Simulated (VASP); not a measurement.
Write the native input for VASP 6.6.1 that does the following.

- Task: single point
- Functional: PBE
- Potentials or basis: VASP PAW PBE potentials, release 64 (Cd, S)
- Cutoff: 520 eV
- k mesh: 7 × 7 × 7
- Occupations: fermi-dirac, width 0.02 eV
- Spin: no spin polarisation
- Dipole correction: no
- Further INCAR settings: ALGO = Normal; EDIFF = 1e-07; NBANDS = 16

The structure of CdS lies in POSCAR:

```
CdS
1.0
    0.0000000000      2.9031789477      2.9031789477
    2.9031789477      0.0000000000      2.9031789477
    2.9031789477      2.9031789477      0.0000000000
Cd S
1 1
Direct
    0.0000000000      0.0000000000      0.0000000000
    0.7500000000      0.7500000000      0.7500000000
```

This cell differs from its parent crystal: volume scaled by 0.96.

These files were run (other wordings do the same):

INCAR

```
PREC     = Accurate       # precision mode
ENCUT    = 520            # plane-wave cutoff, eV
EDIFF    = 1E-7           # SCF threshold, eV
ISMEAR   = -1             # smearing method
SIGMA    = 0.02           # smearing width, eV
LREAL    = False          # projectors in reciprocal space
LASPH    = True           # aspherical terms in the spheres
NELM     = 80             # most SCF steps
ALGO     = Normal         # electronic algorithm
ISIF     = 2              # what is computed and relaxed
LWAVE    = False          # write WAVECAR
LCHARG   = True           # write CHGCAR
GGA      = PE             # functional
LELF     = True           # ELF
LVHAR    = True         
NBANDS   = 16             # bands
```

KPOINTS

```
Automatic mesh
0
Gamma
  7 7 7
```

Potentials or basis: VASP PAW PBE potentials, release 64 (Cd, S).

Launch:

```sh
$ cat potpaw_PBE.64/Cd/POTCAR potpaw_PBE.64/S/POTCAR > POTCAR
$ mpirun -np 1 vasp_std > vasp.out
```

It gave:

| Property | Result |
| --- | --- |
| Pressure | 4.2 GPa |
| Band gap on the k mesh | 1.18 eV, direct |

It took 15 s on 1 thread of Intel(R) Xeon(R) Platinum 8259CL CPU @ 2.50GHz (Skylake/Cascade Lake), on a shared host, peak memory 0.18 GiB.
